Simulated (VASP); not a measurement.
Set up this calculation in VASP 6.6.1, as the native input.

* Task: single point
* Functional: LDA
* Potentials or basis: VASP PAW LDA potentials, release 64 (Cs_sv)
* Cutoff: 500 eV
* k mesh: 4 × 4 × 4
* Occupations: gaussian, width 0.05 eV
* Spin: no spin polarisation
* Dipole correction: no
* Further INCAR settings: ALGO = Normal; EDIFF = 1e-06; NBANDS = 10

The structure of Cs lies in POSCAR:

```
Cs
1.0
   -3.0271621363      3.0271621363      3.0271621363
    3.0271621363     -3.0271621363      3.0271621363
    3.0271621363      3.0271621363     -3.0271621363
Cs
1
Direct
    0.0013351904      0.0035032132     -0.0039034730
```

These files were run (other wordings do the same):

INCAR

```
PREC     = Accurate       # precision mode
ENCUT    = 500            # plane-wave cutoff, eV
EDIFF    = 1E-6           # SCF threshold, eV
ISMEAR   = 0              # smearing method
SIGMA    = 0.05           # smearing width, eV
LREAL    = False          # projectors in reciprocal space
LASPH    = True           # aspherical terms in the spheres
NELM     = 120            # most SCF steps
ALGO     = Normal         # electronic algorithm
ISIF     = 2              # what is computed and relaxed
LWAVE    = False          # write WAVECAR
LCHARG   = True           # write CHGCAR
GGA      = CA             # functional
LELF     = True           # ELF
LVHAR    = True         
NBANDS   = 10             # bands
GGA_COMPAT= False
```

KPOINTS

```
Automatic mesh
0
Gamma
  4 4 4
```

Potentials or basis: VASP PAW LDA potentials, release 64 (Cs_sv).

Run with:

```bash
$ cat potpaw_LDA.64/Cs_sv/POTCAR > POTCAR
$ mpirun -np 1 vasp_std > vasp.out
```

Results of the run:

```
Pressure : -0.3 GPa
```

Caveat: the k points lie up to 0.37 Å⁻¹ apart.

Run time: 17 s on 1 thread of Intel Xeon 8259CL, on a shared host, peak memory 0.18 GiB.
